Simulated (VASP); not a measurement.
# AlNi3 (P4/mmm) in VASP: single point with PBE

Aim: the single point of AlNi3 with PBE.

Program: VASP 6.6.1. These are calculated values, not measurements. Logs are shortened: lines on timing, memory, paths and dates and some standing lists are left out, and cuts for length are marked.

## (1) The cell of the first run

It takes space group P4/mmm (No. 123, tetragonal). Conventional cell: a = 3.700 Å, b = 3.700 Å, c = 3.567 Å, α = 90.00°, β = 90.00°, γ = 90.00°. Within 3.4 Å of Al (site symmetry 4/mmm) lie 12 Ni at 2.57 to 2.62 Å. Within 3.4 Å of Ni (site symmetry mmm) lie 4 Al at 2.57 Å and 8 Ni at 2.57 to 2.62 Å. Ni (site symmetry 4/mmm) has 8 Ni at 2.57 Å and 4 Al at 2.62 Å within 3.4 Å.

## (2) Single point, PBE, collinear spin, ferromagnetic start (strain +0.0375 x Voigt [1, 1, 0, 0, 0, 0])

The input, INCAR:

```
  PREC = Accurate
  ENCUT = 520
  EDIFF = 1E-6
  ISMEAR = 0
  SIGMA = 0.15
  LREAL = False
  LASPH = True
  NELM = 150
  ALGO = Normal
  ISIF = 2
  LWAVE = False
  LCHARG = False
  ISPIN = 2
  MAGMOM = 0 0.3 0.3 0.3
  LORBIT = 11
  LMAXMIX = 4
  GGA = PE
  NBANDS = 28
```

The input, KPOINTS:

```
regular mesh
0
Gamma
  14 14 14
```

The input, POSCAR:

```
AlNi3
1.0
    3.7004293531      0.0000000000      0.0000000000
    0.0000000000      3.7004293531      0.0000000000
    0.0000000000      0.0000000000      3.5666788946
Al Ni
1 3
Direct
    0.0000000000      0.0000000000      0.0000000000
    0.0000000000      0.5000000000      0.5000000000
    0.5000000000      0.0000000000      0.5000000000
    0.5000000000      0.5000000000      0.0000000000
```

Potentials or basis: VASP PAW PBE potentials, release 64 (Al, Ni).

The run is started by

```bash
cat potpaw_PBE.64/Al/POTCAR potpaw_PBE.64/Ni/POTCAR > POTCAR
mpirun -np 1 vasp_std > vasp.out
```

OUTCAR:

```text
PREC = Accurate
   ENCUT = 520
   EDIFF = 1E-6
   ISMEAR = 0
   LREAL = False
   LASPH = True
   NELM = 150
   ISIF = 2
   ISPIN = 2
   LORBIT = 11
   GGA = PE

 ion  position               nearest neighbor table
   1  0.000  0.000  0.000-   2 2.57   3 2.57   2 2.57   3 2.57   2 2.57   2 2.57   3 2.57   3 2.57
                             4 2.62   4 2.62   4 2.62   4 2.62
   2  0.000  0.500  0.500-   1 2.57   4 2.57   1 2.57   4 2.57   1 2.57   1 2.57   4 2.57   4 2.57
                             3 2.62   3 2.62   3 2.62   3 2.62
   3  0.500  0.000  0.500-   1 2.57   4 2.57   1 2.57   4 2.57   4 2.57   4 2.57   1 2.57   1 2.57
                             2 2.62   2 2.62   2 2.62   2 2.62
   4  0.500  0.500  0.000-   2 2.57   3 2.57   2 2.57   3 2.57   3 2.57   3 2.57   2 2.57   2 2.57
                             1 2.62   1 2.62   1 2.62   1 2.62

  LATTYP: Found a simple tetragonal cell.
 ALAT       =     3.7004293531
 C/A-ratio  =     0.9638554217

  Lattice vectors:

 A1 = (   3.7004293531,   0.0000000000,   0.0000000000)
 A2 = (   0.0000000000,   3.7004293531,   0.0000000000)
 A3 = (   0.0000000000,   0.0000000000,   3.5666788946)

Analysis of symmetry for initial positions (statically):
=====================================================================
 Subroutine PRICEL returns:
 Original cell was already a primitive cell.

 Routine SETGRP: Setting up the symmetry group for a
 simple tetragonal supercell.

 Subroutine GETGRP returns: Found 16 space group operations
 (whereof 16 operations were pure point group operations)
 out of a pool of 16 trial point group operations.

The static configuration has the point symmetry D_4h.

Analysis of symmetry for dynamics (positions and initial velocities):
=====================================================================
 Subroutine PRICEL returns:
 Original cell was already a primitive cell.

 Routine SETGRP: Setting up the symmetry group for a
 simple tetragonal supercell.

 Subroutine GETGRP returns: Found 16 space group operations
 (whereof 16 operations were pure point group operations)
 out of a pool of 16 trial point group operations.

The dynamic configuration has the point symmetry D_4h.

Analysis of structural, dynamic, and magnetic symmetry:
=====================================================================
 Subroutine PRICEL returns:
 Original cell was already a primitive cell.

 Routine SETGRP: Setting up the symmetry group for a
 simple tetragonal supercell.

 Subroutine GETGRP returns: Found 16 space group operations
 (whereof 16 operations were pure point group operations)
 out of a pool of 16 trial point group operations.

The overall configuration has the point symmetry D_4h.

 Subroutine INISYM returns: Found 16 space group operations
 (whereof 16 operations are pure point group operations),
 and found     1 'primitive' translations

----------------------------------------------------------------------------------------

                                     Primitive cell

  volume of cell :      48.8392

  direct lattice vectors                    reciprocal lattice vectors
     3.700429353  0.000000000  0.000000000     0.270238911  0.000000000  0.000000000
     0.000000000  3.700429353  0.000000000     0.000000000  0.270238911  0.000000000
     0.000000000  0.000000000  3.566678895     0.000000000  0.000000000  0.280372871

  length of vectors
     3.700429353  3.700429353  3.566678895     0.270238911  0.270238911  0.280372871

  position of ions in fractional coordinates (direct lattice)
     0.000000000  0.000000000  0.000000000
     0.000000000  0.500000000  0.500000000
     0.500000000  0.000000000  0.500000000
     0.500000000  0.500000000  0.000000000

  ion indices of the primitive-cell ions
   primitive index   ion index
                 1           1
                 2           2
                 3           3
                 4           4

----------------------------------------------------------------------------------------

 KPOINTS: regular mesh

Automatic generation of k-mesh.
 Grid dimensions read from file:
 generate k-points for:   14   14   14

 Generating k-lattice:

  Cartesian coordinates                     Fractional coordinates (reciprocal lattice)
     0.019302779  0.000000000  0.000000000     0.071428571  0.000000000  0.000000000
     0.000000000  0.019302779  0.000000000     0.000000000  0.071428571  0.000000000
     0.000000000  0.000000000  0.020026634     0.000000000  0.000000000  0.071428571

  Length of vectors
     0.019302779  0.019302779  0.020026634

  Shift w.r.t. Gamma in fractional coordinates (k-lattice)
     0.000000000  0.000000000  0.000000000

 Subroutine IBZKPT returns following result:
 ===========================================

 Found    288 irreducible k-points:

 Following reciprocal coordinates:
            Coordinates               Weight
  0.000000  0.000000  0.000000      1.000000
  0.071429  0.000000  0.000000      4.000000
  0.142857  0.000000  0.000000      4.000000
  0.214286  0.000000  0.000000      4.000000
  0.285714  0.000000  0.000000      4.000000
  0.357143  0.000000  0.000000      4.000000
[... 16 lines left out ...]
  0.285714  0.214286  0.000000      8.000000
  0.357143  0.214286  0.000000      8.000000
 [... further k-points ...]
   k-points           NKPTS =    288   k-points in BZ     NKDIM =    288   number of bands    NBANDS=     28
   number of dos      NEDOS =    301   number of ions     NIONS =      4
   total plane-waves  NPLWV =  21952
   dimension x,y,z NGX =    28 NGY =   28 NGZ =   28
   dimension x,y,z NGXF=    56 NGYF=   56 NGZF=   56
   ions per type =               1   3
   NGX,Y,Z   is equivalent  to a cutoff of  12.58, 12.58, 13.05 a.u.
   NGXF,Y,Z  is equivalent  to a cutoff of  25.16, 25.16, 26.10 a.u.
 SYSTEM =  unknown system
   PREC   = accura    normal or accurate (medium, high low for compatibility)
   ISTART =      0    job   : 0-new  1-cont  2-samecut
   ICHARG =      2    charge: 1-file 2-atom 10-const
   ISPIN  =      2    spin polarized calculation?
   LNONCOLLINEAR =      F non collinear calculations
   LSORBIT =      F    spin-orbit coupling
   LASPH  =      T    aspherical Exc in radial PAW
   ENCUT  =  520.0 eV  38.22 Ry    6.18 a.u.   6.88  6.88  6.63*2*pi/ulx,y,z
   NELM   =    150;   NELMIN=  2; NELMDL= -5     # of ELM steps
   EDIFF  = 0.1E-05   stopping-criterion for ELM
   LREAL  =      F    real-space projection
   EDIFFG = 0.1E-04   stopping-criterion for IOM
   NSW    =      0    number of steps for IOM
   IBRION =     -1    ionic relax: 0-MD 1-quasi-New 2-CG
   NFREE  =      0    steps in history (QN), initial steepest desc. (CG)
   ISIF   =      2    stress and relaxation
   ISYM   =      2    0-nonsym 1-usesym 2-fastsym
   POTIM  = 0.5000    time-step for ionic-motion
   TEBEG  =    0.0;   TEEND  =   0.0 temperature during run
   PSTRESS=    0.0 pullay stress
   NELECT =      33.0000    total number of electrons
   NUPDOWN=      -1.0000    fix difference up-down
   EMIN   =  10.00;   EMAX   =-10.00  energy-range for DOS
   EFERMI =   0.00;   METHOD = LEGACY
   ISMEAR =     0;   SIGMA  =   0.15  broadening in eV -4-tet -1-fermi 0-gaus
   EFERMI_NEDOS =   21; number of points for ismear=-14 and -15
   IALGO  =     38    algorithm
   IMIX   =      4    mixing-type and parameters
     AMIX     =   0.40;   BMIX     =  1.00
     AMIX_MAG =   1.60;   BMIX_MAG =  1.00
  volume/ion in A,a.u.               =      12.21        82.40
  Fermi-wavevector in a.u.,A,eV,Ry     =   1.436559  2.714702 28.078358  2.063701
  Thomas-Fermi vector in A             =   2.555734
   LORBIT       =     11    0 simple, 1 ext, 2 COOP (PROOUT), +10 PAW based schemes
   GGA     = PE    functional components
   LHFCALC =     F    Hartree Fock is set to
   AEXX    =    0.0000 exact exchange contribution
   IVDW    =     0    specifies the selected vdW correction
   LEPSILON=     F    determine dielectric tensor
   LRPA    =     F    only Hartree local field effects (RPA)
 spin polarized calculation
 Gauss-broadening in eV      SIGMA  =   0.15
  energy-cutoff  :      520.00
  volume of cell :       48.84
 maximum number of plane-waves:      1336
 NGX is ok and might be reduce to    28
   NGX = 13   NGY = 13   NGZ = 13

 number of electron      32.9999984 magnetization       0.6898814

 Free energy of the ion-electron system (eV)
  ---------------------------------------------------
  ext. energy  EPLUGINS =         0.00000000
  ---------------------------------------------------
  free energy    TOTEN  =       -21.77841305 eV

  energy without entropy =      -21.73562226  energy(sigma->0) =      -21.75701765

 E-fermi :   8.4826     XC(G=0): -12.2665

 val. band max:        8.4822731235   @ k =   0.2857   0.2143   0.4286
 cond. band min:       8.4839961634   @ k =   0.0000   0.0000   0.0000
 fundamental gap:      0.0017230399
 Fermi energy:         8.4826018075

 spin component 1

 k-point     1 :       0.0000    0.0000    0.0000
  band No.  band energies     occupation
      1      -0.9495      1.00000
      2       4.6099      1.00000
      3       5.1962      1.00000
      4       5.2531      1.00000
      5       5.5241      1.00000
      6       5.5465      1.00000
[... 733 lines left out ...]
     27      21.2332      0.00000
     28      21.9589      0.00000

 [... further k-points ...]

 spin component 2

 k-point     1 :       0.0000    0.0000    0.0000
  band No.  band energies     occupation
      1      -0.9802      1.00000
      2       4.6887      1.00000
      3       5.3520      1.00000
      4       5.3997      1.00000
      5       5.7885      1.00000
      6       5.8345      1.00000
[... 733 lines left out ...]
     27      21.2509      0.00000
     28      21.9687      0.00000

 [... further k-points ...]

------------------------ aborting loop because EDIFF is reached ----------------------------------------

  FORCE on cell =-STRESS in cart. coord.  units (eV):
  Direction    XX          YY          ZZ          XY          YZ          ZX
  --------------------------------------------------------------------------------------
  -------------------------------------------------------------------------------------
  Total       -3.6390706     -3.6390706     -2.8824413      0.0000000     -0.0000000      0.0000000
  in kB     -119.3803417   -119.3803417    -94.5589850      0.0000000     -0.0000000      0.0000000
  external PRESSURE =    -111.1065561 kB  Pullay stress =       0.0000000 kB

 VOLUME and BASIS-vectors are now :
 -----------------------------------------------------------------------------
  energy-cutoff  :      520.00
  volume of cell :       48.84
      direct lattice vectors                 reciprocal lattice vectors
     3.700429353  0.000000000  0.000000000     0.270238911  0.000000000  0.000000000
     0.000000000  3.700429353  0.000000000     0.000000000  0.270238911  0.000000000
     0.000000000  0.000000000  3.566678895     0.000000000  0.000000000  0.280372871

 POSITION                                       TOTAL-FORCE (eV/Angst)
 -----------------------------------------------------------------------------------
      0.00000      0.00000      0.00000         0.000000      0.000000      0.000000
      0.00000      1.85021      1.78334         0.000000      0.000000      0.000000
      1.85021      0.00000      1.78334         0.000000      0.000000      0.000000
      1.85021      1.85021      0.00000         0.000000      0.000000      0.000000
 -----------------------------------------------------------------------------------
    total drift:                                0.000000      0.000000      0.000000

  FREE ENERGIE OF THE ION-ELECTRON SYSTEM (eV)
  ---------------------------------------------------
  free  energy   TOTEN  =       -21.7784130477 eV

  energy  without entropy=      -21.7356222565  energy(sigma->0) =      -21.75701765

 total charge

# of ion       s       p       d       tot
------------------------------------------
    1        0.401   0.361   0.000   0.762
    2        0.460   0.450   8.353   9.263
    3        0.460   0.450   8.353   9.263
    4        0.459   0.448   8.343   9.251
--------------------------------------------------
tot          1.781   1.708  25.049  28.538

 magnetization (x)

# of ion       s       p       d       tot
------------------------------------------
    1       -0.000  -0.008   0.000  -0.008
    2       -0.003  -0.009   0.254   0.242
    3       -0.003  -0.009   0.254   0.242
    4       -0.003  -0.008   0.277   0.266
--------------------------------------------------
tot         -0.009  -0.034   0.785   0.742
```

Wall time 20 min (1 thread of Oxide Virtual Turin-like, shared host); peak memory 0.55 GiB.

Results:

```yaml
Free_energy: -21.7784 eV
Pressure: -11.1 GPa
Net_moment: 0.69 μB per cell
Site_moments: Al -0.01; Ni +0.24, +0.27 (each value once) μB
Valence_electrons_inside_the_program's_atomic_spheres: Al 0.76; Ni 9.26, 9.25 (each value once)
```

Stress tensor (GPa, compression positive):
```
-11.94   0.00   0.00
  0.00 -11.94   0.00
  0.00   0.00  -9.46
```

Caveat: the cell differs from its parent crystal (strain +0.0375 x Voigt [1, 1, 0, 0, 0, 0]); the cell stands under tension.
